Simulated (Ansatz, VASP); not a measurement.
## SiO2 in VASP and in Ansatz

The input INCAR:

```
SYSTEM = SiO2
PREC = Accurate ; ENCUT = 520
EDIFF = 1E-6 ; ISMEAR = 0
SIGMA = 0.01 ; LREAL = .False.
LASPH = .True. ; NELM = 100
ALGO = Normal ; ISIF = 2
LWAVE = .False. ; LCHARG = .True.
GGA = PE ; LELF = .True.
LVHAR = .True. ; NBANDS = 44
```

KPOINTS

```
Automatic mesh
0
Gamma
  4 4 4
  0 0 0
```

File POSCAR:

```
SiO2
1.0
    5.0323460942      0.0000000000      0.0000000000
    0.0000000000      5.0323460942      0.0000000000
    0.0000000000      0.0000000000      7.0291454976
Si O
4 8
Direct
    0.2938575670      0.2938575670      0.0000000000
    0.2061424330      0.7938575670      0.2500000000
    0.7061424330      0.7061424330      0.5000000000
    0.7938575670      0.2061424330      0.7500000000
    0.2411800963      0.0934526078      0.1742257711
    0.4065473922      0.7411800963      0.4242257711
    0.7588199037      0.9065473922      0.6742257711
    0.5934526078      0.2588199037      0.9242257711
    0.7411800963      0.4065473922      0.5757742289
    0.9065473922      0.7588199037      0.3257742289
    0.2588199037      0.5934526078      0.0757742289
    0.0934526078      0.2411800963      0.8257742289
```

Input for Ansatz:

```yaml
crystal:
  lattice:
    - [5.0323460942, 0.0, 0.0]
    - [0.0, 5.0323460942, 0.0]
    - [0.0, 0.0, 7.0291454976]
  atoms:
    - { symbol: Si, position: [0.293857567, 0.293857567, 0.0] }
    - { symbol: Si, position: [0.206142433, 0.793857567, 0.25] }
    - { symbol: Si, position: [0.706142433, 0.706142433, 0.5] }
    - { symbol: Si, position: [0.793857567, 0.206142433, 0.75] }
    - { symbol: O, position: [0.2411800963, 0.0934526078, 0.1742257711] }
    - { symbol: O, position: [0.4065473922, 0.7411800963, 0.4242257711] }
    - { symbol: O, position: [0.7588199037, 0.9065473922, 0.6742257711] }
    - { symbol: O, position: [0.5934526078, 0.2588199037, 0.9242257711] }
    - { symbol: O, position: [0.7411800963, 0.4065473922, 0.5757742289] }
    - { symbol: O, position: [0.9065473922, 0.7588199037, 0.3257742289] }
    - { symbol: O, position: [0.2588199037, 0.5934526078, 0.0757742289] }
    - { symbol: O, position: [0.0934526078, 0.2411800963, 0.8257742289] }
kpoints:
  mp_grid: { grid: [4, 4, 4] }
hamiltonian:
  xc: pbe
scf:
  occupations: { method: fixed }
  n_extra_bands: 7
output:
  forces: true
  stress: true
  eigenvalues: true
```

Alike in both runs: task single point; functional PBE; k mesh 4 × 4 × 4; no spin polarisation.

```csv
,VASP,Ansatz
version,VASP 6.6.1,Ansatz 0.2.0
potentials or method,"VASP PAW PBE potentials, release 64 (Si, O)","plane waves, PAW"
plane-wave cutoff (eV),520,420
occupations,"gaussian, width 0.01 eV",fixed
valence electrons in the cell,64,64
```

```tsv
	VASP	Ansatz	Ansatz less VASP
gap on the k mesh at the Fermi level (eV)	5.68	5.68	-0.001
pressure (GPa)	5.2	5.1	-0.12
rms of the force components (eV/Å)	0.134	0.136	+0.0018
```

Atom by atom the forces differ by 0.008 eV/Å (rms over components).
